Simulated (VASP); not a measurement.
# Gd6N (P-31m) in VASP: notebook

Gd6N is run at these levels: PBE; tasks: single point, relaxation of cell and atoms.

Everything below comes from runs of VASP 6.6.1. Logs are shortened: lines on timing, memory, paths and dates and some standing lists are left out, and cuts for length are marked.

### Step 1. The cell of the first run

It takes space group P-31m (No. 162, trigonal). The conventional cell has a = 6.345 Å, b = 6.345 Å, c = 5.882 Å, α = 90.00°, β = 90.00°, γ = 120.00°. Within 3.2 Å of Gd (site symmetry m) lie 1 N at 2.45 Å. Within 3.2 Å of N (site symmetry -3m) lie 6 Gd at 2.45 Å.

The cell was generated, and may not be a known phase.

### Step 2. Single point, PBE, collinear spin, ferromagnetic start

Contents of INCAR:

```
SYSTEM = Gd6N
PREC = Accurate
ENCUT = 520
EDIFF = 1E-6
ISMEAR = 0
SIGMA = 0.2
LREAL = .False.
LASPH = .True.
NELM = 150
ALGO = Normal
ISIF = 2
LWAVE = .False.
LCHARG = .False.
ISPIN = 2
MAGMOM = 7 7 7 7 7 7 0
LORBIT = 11
LMAXMIX = 6
GGA = PE
NBANDS = 70
```

Contents of KPOINTS:

```
regular mesh
0
Gamma
  3 3 3
  0 0 0
```

Contents of POSCAR:

```
Gd6N
1.0
    6.3448256224     -0.0000000030      0.0000000000
   -3.1724128085      5.4947801731      0.0000000000
    0.0000000000      0.0000000000      5.8823171089
Gd N
6 1
Direct
    0.3160128889      0.3160128889      0.2606584236
    0.0000000000      0.6839871111      0.2606584236
    0.6839871111      0.0000000000      0.2606584236
    0.0000000000      0.3160128889      0.7393415764
    0.3160128889      0.0000000000      0.7393415764
    0.6839871111      0.6839871111      0.7393415764
    0.0000000000      0.0000000000      0.5000000000
```

Potentials or basis: VASP PAW PBE potentials, release 64 (Gd, N).

Run with:

```console
$ cat potpaw_PBE.64/Gd/POTCAR potpaw_PBE.64/N/POTCAR > POTCAR
$ mpirun -np 1 vasp_std > vasp.out
```

OUTCAR:

```text
SYSTEM = Gd6N
   PREC = Accurate
   ENCUT = 520
   EDIFF = 1E-6
   ISMEAR = 0
   LREAL = .False.
   LASPH = .True.
   NELM = 150
   ISIF = 2
   ISPIN = 2
   LORBIT = 11
   GGA = PE

 ion  position               nearest neighbor table
   1  0.316  0.316  0.261-   7 2.45   5 3.46   4 3.46   2 3.47   3 3.47
   2  0.000  0.684  0.261-   7 2.45   6 3.46   5 3.46   3 3.47   1 3.47
   3  0.684  0.000  0.261-   7 2.45   6 3.46   4 3.46   2 3.47   1 3.47
   4  0.000  0.316  0.739-   7 2.45   1 3.46   3 3.46   5 3.47   6 3.47
   5  0.316  0.000  0.739-   7 2.45   1 3.46   2 3.46   4 3.47   6 3.47
   6  0.684  0.684  0.739-   7 2.45   3 3.46   2 3.46   4 3.47   5 3.47
   7  0.000  0.000  0.500-   2 2.45   4 2.45   3 2.45   5 2.45   1 2.45   6 2.45

  LATTYP: Found a hexagonal cell.
 ALAT       =     6.3448256224
 C/A-ratio  =     0.9271046139

  Lattice vectors:

 A1 = (   6.3448256224,  -0.0000000030,   0.0000000000)
 A2 = (  -3.1724128085,   5.4947801731,   0.0000000000)
 A3 = (   0.0000000000,   0.0000000000,   5.8823171089)

Analysis of symmetry for initial positions (statically):
=====================================================================
 Subroutine PRICEL returns:
 Original cell was already a primitive cell.

 Routine SETGRP: Setting up the symmetry group for a
 hexagonal supercell.

 Subroutine GETGRP returns: Found 12 space group operations
 (whereof 12 operations were pure point group operations)
 out of a pool of 24 trial point group operations.

The static configuration has the point symmetry D_3d.

Analysis of symmetry for dynamics (positions and initial velocities):
=====================================================================
 Subroutine PRICEL returns:
 Original cell was already a primitive cell.

 Routine SETGRP: Setting up the symmetry group for a
 hexagonal supercell.

 Subroutine GETGRP returns: Found 12 space group operations
 (whereof 12 operations were pure point group operations)
 out of a pool of 24 trial point group operations.

The dynamic configuration has the point symmetry D_3d.

Analysis of structural, dynamic, and magnetic symmetry:
=====================================================================
 Subroutine PRICEL returns:
 Original cell was already a primitive cell.

 Routine SETGRP: Setting up the symmetry group for a
 hexagonal supercell.

 Subroutine GETGRP returns: Found 12 space group operations
 (whereof 12 operations were pure point group operations)
 out of a pool of 24 trial point group operations.

The overall configuration has the point symmetry D_3d.

 Subroutine INISYM returns: Found 12 space group operations
 (whereof 12 operations are pure point group operations),
 and found     1 'primitive' translations

----------------------------------------------------------------------------------------

                                     Primitive cell

  volume of cell :     205.0777

  direct lattice vectors                    reciprocal lattice vectors
     6.344825622 -0.000000003  0.000000000     0.157608744  0.090995451  0.000000000
    -3.172412808  5.494780173  0.000000000     0.000000000  0.181990902  0.000000000
     0.000000000  0.000000000  5.882317109     0.000000000  0.000000000  0.170001036

  length of vectors
     6.344825622  6.344825622  5.882317109     0.181990902  0.181990902  0.170001036

  position of ions in fractional coordinates (direct lattice)
     0.316012889  0.316012889  0.260658424
     0.000000000  0.683987111  0.260658424
     0.683987111  0.000000000  0.260658424
     0.000000000  0.316012889  0.739341576
     0.316012889  0.000000000  0.739341576
     0.683987111  0.683987111  0.739341576
     0.000000000  0.000000000  0.500000000

  ion indices of the primitive-cell ions
   primitive index   ion index
                 1           1
                 2           2
                 3           3
                 4           4
[... 37 lines left out ...]
  0.333333  0.333333  0.333333      2.000000
 -0.333333 -0.333333  0.333333      2.000000
   k-points           NKPTS =      7   k-points in BZ     NKDIM =      7   number of bands    NBANDS=     70
   number of dos      NEDOS =    301   number of ions     NIONS =      7
   total plane-waves  NPLWV = 110592
   dimension x,y,z NGX =    48 NGY =   48 NGZ =   48
   dimension x,y,z NGXF=    96 NGYF=   96 NGZF=   96
   ions per type =               6   1
   NGX,Y,Z   is equivalent  to a cutoff of  12.58, 12.58, 13.57 a.u.
   NGXF,Y,Z  is equivalent  to a cutoff of  25.15, 25.15, 27.13 a.u.
 SYSTEM =  Gd6N
   PREC   = accura    normal or accurate (medium, high low for compatibility)
   ISTART =      0    job   : 0-new  1-cont  2-samecut
   ICHARG =      2    charge: 1-file 2-atom 10-const
   ISPIN  =      2    spin polarized calculation?
   LNONCOLLINEAR =      F non collinear calculations
   LSORBIT =      F    spin-orbit coupling
   LASPH  =      T    aspherical Exc in radial PAW
   ENCUT  =  520.0 eV  38.22 Ry    6.18 a.u.  11.80 11.80 10.94*2*pi/ulx,y,z
   NELM   =    150;   NELMIN=  2; NELMDL= -5     # of ELM steps
   EDIFF  = 0.1E-05   stopping-criterion for ELM
   LREAL  =      F    real-space projection
   EDIFFG = 0.1E-04   stopping-criterion for IOM
   NSW    =      0    number of steps for IOM
   IBRION =     -1    ionic relax: 0-MD 1-quasi-New 2-CG
   NFREE  =      0    steps in history (QN), initial steepest desc. (CG)
   ISIF   =      2    stress and relaxation
   ISYM   =      2    0-nonsym 1-usesym 2-fastsym
   POTIM  = 0.5000    time-step for ionic-motion
   TEBEG  =    0.0;   TEEND  =   0.0 temperature during run
   PSTRESS=    0.0 pullay stress
   NELECT =     113.0000    total number of electrons
   NUPDOWN=      -1.0000    fix difference up-down
   EMIN   =  10.00;   EMAX   =-10.00  energy-range for DOS
   EFERMI =   0.00;   METHOD = LEGACY
   ISMEAR =     0;   SIGMA  =   0.20  broadening in eV -4-tet -1-fermi 0-gaus
   EFERMI_NEDOS =   21; number of points for ismear=-14 and -15
   IALGO  =     38    algorithm
   IMIX   =      4    mixing-type and parameters
     AMIX     =   0.40;   BMIX     =  1.00
     AMIX_MAG =   1.60;   BMIX_MAG =  1.00
  volume/ion in A,a.u.               =      29.30       197.70
  Fermi-wavevector in a.u.,A,eV,Ry     =   1.342131  2.536259 24.508378  1.801315
  Thomas-Fermi vector in A             =   2.470309
   LORBIT       =     11    0 simple, 1 ext, 2 COOP (PROOUT), +10 PAW based schemes
   GGA     = PE    functional components
   LHFCALC =     F    Hartree Fock is set to
   AEXX    =    0.0000 exact exchange contribution
   IVDW    =     0    specifies the selected vdW correction
   LEPSILON=     F    determine dielectric tensor
   LRPA    =     F    only Hartree local field effects (RPA)
 spin polarized calculation
 Gauss-broadening in eV      SIGMA  =   0.20
  energy-cutoff  :      520.00
  volume of cell :      205.08
 maximum number of plane-waves:      5560
   NGX = 23   NGY = 23   NGZ = 21

 number of electron     113.0000019 magnetization      27.0000012

 Free energy of the ion-electron system (eV)
  ---------------------------------------------------
  ext. energy  EPLUGINS =         0.00000000
  ---------------------------------------------------
  free energy    TOTEN  =       -72.58866128 eV

  energy without entropy =      -72.42188884  energy(sigma->0) =      -72.50527506

 E-fermi :   4.1392     XC(G=0):  -9.8741

 val. band max:        4.1329439941   @ k =   0.3333  -0.0000   0.0000
 cond. band min:       4.1473631478   @ k =   0.3333   0.3333   0.3333
 fundamental gap:      0.0144191537
 Fermi energy:         4.1391530075

 spin component 1

 k-point     1 :       0.0000    0.0000    0.0000
  band No.  band energies     occupation
      1     -41.1159      1.00000
      2     -41.0490      1.00000
      3     -41.0452      1.00000
      4     -41.0452      1.00000
      5     -41.0314      1.00000
      6     -41.0314      1.00000
[... 486 lines left out ...]
     67      -0.0728      1.00000
     68       0.3181      1.00000
 Fermi energy:         4.1391530075

 spin component 2

 k-point     1 :       0.0000    0.0000    0.0000
  band No.  band energies     occupation
      1     -38.5137      1.00000
      2     -38.4195      1.00000
      3     -38.4138      1.00000
      4     -38.4138      1.00000
      5     -38.3954      1.00000
      6     -38.3954      1.00000
[... 486 lines left out ...]
     67       4.7538      0.00001
     68       4.7965      0.00000
 [bands above 68 left out]

------------------------ aborting loop because EDIFF is reached ----------------------------------------

  FORCE on cell =-STRESS in cart. coord.  units (eV):
  Direction    XX          YY          ZZ          XY          YZ          ZX
  --------------------------------------------------------------------------------------
  -------------------------------------------------------------------------------------
  Total        3.7126859      3.7126859      5.4922816      0.0000000     -0.0000000      0.0000000
  in kB       29.0054995     29.0054995     42.9086583      0.0000000     -0.0000000      0.0000000
  external PRESSURE =      33.6398857 kB  Pullay stress =       0.0000000 kB

 VOLUME and BASIS-vectors are now :
 -----------------------------------------------------------------------------
  energy-cutoff  :      520.00
  volume of cell :      205.08
      direct lattice vectors                 reciprocal lattice vectors
     6.344825622 -0.000000003  0.000000000     0.157608744  0.090995451  0.000000000
    -3.172412808  5.494780173  0.000000000     0.000000000  0.181990902  0.000000000
     0.000000000  0.000000000  5.882317109     0.000000000  0.000000000  0.170001036

 POSITION                                       TOTAL-FORCE (eV/Angst)
 -----------------------------------------------------------------------------------
      1.00252      1.73642      1.53328         0.085049      0.147309     -0.184569
     -2.16989      3.75836      1.53328         0.085049     -0.147309     -0.184569
      4.33978     -0.00000      1.53328        -0.170098      0.000000     -0.184569
     -1.00252      1.73642      4.34904        -0.085049      0.147309      0.184569
      2.00505     -0.00000      4.34904         0.170098     -0.000000      0.184569
      2.16989      3.75836      4.34904        -0.085049     -0.147309      0.184569
      0.00000      0.00000      2.94116        -0.000000      0.000000      0.000000
 -----------------------------------------------------------------------------------
    total drift:                                0.000000     -0.000000      0.000000

  FREE ENERGIE OF THE ION-ELECTRON SYSTEM (eV)
  ---------------------------------------------------
  free  energy   TOTEN  =       -72.5886612834 eV

  energy  without entropy=      -72.4218888385  energy(sigma->0) =      -72.50527506

 total charge

# of ion       s       p       d       f       tot
--------------------------------------------------
    1        2.024   5.586   0.520   7.183  15.314
    2        2.024   5.586   0.520   7.183  15.314
    3        2.024   5.586   0.520   7.183  15.314
    4        2.024   5.586   0.520   7.183  15.314
    5        2.024   5.586   0.520   7.183  15.314
    6        2.024   5.586   0.520   7.183  15.314
    7        1.258   2.364   0.000   0.000   3.622
--------------------------------------------------
tot         13.403  35.880   3.122  43.099  95.503

 magnetization (x)

# of ion       s       p       d       f       tot
--------------------------------------------------
    1       -0.044  -0.149  -0.424   6.560   5.943
    2       -0.044  -0.149  -0.424   6.560   5.943
    3       -0.044  -0.149  -0.424   6.560   5.943
    4       -0.044  -0.149  -0.424   6.560   5.943
    5       -0.044  -0.149  -0.424   6.560   5.943
    6       -0.044  -0.149  -0.424   6.560   5.943
    7       -0.018  -0.240   0.000   0.000  -0.258
--------------------------------------------------
tot         -0.284  -1.133  -2.541  39.358  35.400
```

Run time: 12 min. Hardware: 1 thread of Intel Xeon Platinum 8488C (Sapphire Rapids), shared host; peak memory 0.51 GiB.

Results:

| Property | Result |
| --- | --- |
| Free energy | -72.5887 eV |
| Pressure | 3.4 GPa |
| Largest force | 0.251 eV/Å |
| Net moment | 27.00 μB per cell |
| Site moments | Gd +5.94; N -0.26 μB |
| Valence electrons inside the program's atomic spheres | Gd 15.31; N 3.62 |

Forces on the atoms (eV/Å):
```
Gd   0.085  0.147 -0.185
Gd   0.085 -0.147 -0.185
Gd  -0.170  0.000 -0.185
Gd  -0.085  0.147  0.185
Gd   0.170  0.000  0.185
Gd  -0.085 -0.147  0.185
N    0.000  0.000  0.000
```

Levels at points of the mesh, in eV from the Fermi level:
Spin up:
```
           k point  band 66  band 67  band 68  band 69  band 70
(0.00, 0.00, 0.00)    -4.20    -4.20    -4.03    -3.93    -3.72
```
Spin down:
```tsv
k point	band 38	band 39	band 40	band 41	band 42	band 43	band 44	band 45	band 46	band 47
(0.00, 0.00, 0.00)	-0.85	-0.56	-0.56	-0.06	-0.06	0.04	0.20	0.27	0.27	0.36
```

Caveat: the k points lie up to 0.38 Å⁻¹ apart; the highest band is partly filled, so the run has too few bands; spin-orbit coupling is left out, which moves the levels of the heavy elements; semilocal functionals describe open f shells poorly, which spoils levels, moments and volumes.

### Step 3. Relaxation of cell and atoms, PBE, collinear spin, ferromagnetic start

This run uses another cell than the first one, of 24.62 Å³/atom.

Contents of INCAR:

```
PREC = Accurate
ENCUT = 600
EDIFF = 1E-6
ISMEAR = 0
SIGMA = 0.2
LREAL = F
LASPH = T
NELM = 150
ALGO = Normal
ISIF = 3
LWAVE = F
LCHARG = F
ISPIN = 2
MAGMOM = 7 7 7 7 7 7 0
LORBIT = 11
LMAXMIX = 6
GGA = PE
IBRION = 2
NSW = 36
EDIFFG = -0.08
```

Contents of KPOINTS:

```
Automatic mesh
0
Gamma
  3 3 3
```

Contents of POSCAR:

```
Gd6N
1.0
    6.0074563700      0.0000000000      0.0000000000
   -3.0037281800      5.2026098300      0.0000000000
    0.0000000000      0.0000000000      5.5135488400
Gd N
6 1
Direct
    0.3036071400      0.3036071400      0.2662879800
    0.0000000000      0.6963928600      0.2662879800
    0.6963928600      0.0000000000      0.2662879800
    0.0000000000      0.3036071400      0.7337120200
    0.3036071400      0.0000000000      0.7337120200
    0.6963928600      0.6963928600      0.7337120200
    0.0000000000      0.0000000000      0.5000000000
```

Potentials or basis: VASP PAW PBE potentials, release 64 (Gd, N).

Run with:

```console
$ cat potpaw_PBE.64/Gd/POTCAR potpaw_PBE.64/N/POTCAR > POTCAR
$ mpirun -np 1 vasp_std > vasp.out
```

Wall time 2.5 h (1 thread of Oxide Virtual Turin-like, shared host); peak memory 0.51 GiB.

It converged, with:

```
Free energy                                           : -81.5638 eV
Relaxed volume                                        : 29.31 Å³/atom
Relaxed cell                                          : a = 6.367 Å, b = 6.367 Å, c = 5.844 Å, α = 90.00°, β = 90.00°, γ = 120.00°
Space group after relaxing (to 0.1 Å)                 : P-31m (No. 162)
Energy gained by relaxing                             : 256.7 meV/atom
Ionic steps                                           : 4
Pressure after relaxing                               : -0.2 GPa
Largest force after relaxing                          : 0.066 eV/Å
Net moment                                            : 46.22 μB per cell
Site moments                                          : Gd +7.00; N -0.06 μB
Valence electrons inside the program's atomic spheres : Gd 15.20; N 3.65
```

Forces in eV/Å, atoms in the order of the input:
```
Gd   0.033  0.056  0.011
Gd   0.033 -0.056  0.011
Gd  -0.065  0.000  0.011
Gd  -0.033  0.056 -0.011
Gd   0.065  0.000 -0.011
Gd  -0.033 -0.056 -0.011
N    0.000  0.000  0.000
```

Stress tensor (GPa, compression positive):
```
-0.31  0.00  0.00
 0.00 -0.31  0.00
 0.00  0.00  0.07
```

Step by step:
```csv
step,energy change (eV),largest force (eV/Å),pressure (GPa),volume (Å³)
1,0.0000,2.5438,14.53,172.32
2,-1.0369,0.8418,-5.90,234.21
3,-1.7963,0.0470,-0.33,205.88
4,-1.7971,0.0661,-0.18,205.17
```

Final structure:
```
Gd N
1.0
     6.36703    0.00000    0.00000
    -3.18352    5.51401    0.00000
     0.00000    0.00000    5.84397
Gd N
6 1
Direct
  0.31443 0.31443 0.26009
  0.00000 0.68557 0.26009
  0.68557 0.00000 0.26009
  0.00000 0.31443 0.73991
  0.31443 0.00000 0.73991
  0.68557 0.68557 0.73991
  0.00000 0.00000 0.50000
```

Levels at points of the mesh, in eV from the Fermi level:
Spin up:
| k point | band 68 | band 69 | band 70 | band 71 | band 72 |
| --- | --- | --- | --- | --- | --- |
| (0.00, 0.00, 0.00) | -4.39 | -3.81 | -3.40 | -3.40 | -1.13 |
Spin down:
| k point | band 32 | band 33 | band 34 | band 35 | band 36 | band 37 |
| --- | --- | --- | --- | --- | --- | --- |
| (0.00, 0.00, 0.00) | -0.17 | 0.19 | 0.33 | 0.33 | 0.44 | 0.44 |

Caveat: the k points lie up to 0.38 Å⁻¹ apart in the final cell; the volume moved by over 15 % at a fixed basis, so the end points are rough; the bands computed are all filled at some k points, so no gap is given; spin-orbit coupling is left out, which moves the levels of the heavy elements; semilocal functionals describe open f shells poorly, which spoils levels, moments and volumes; the relaxation stopped at a loose force limit of 0.08 eV/Å, so its end isn't a converged minimum. The state reached can hang on the start; a lower one may exist.
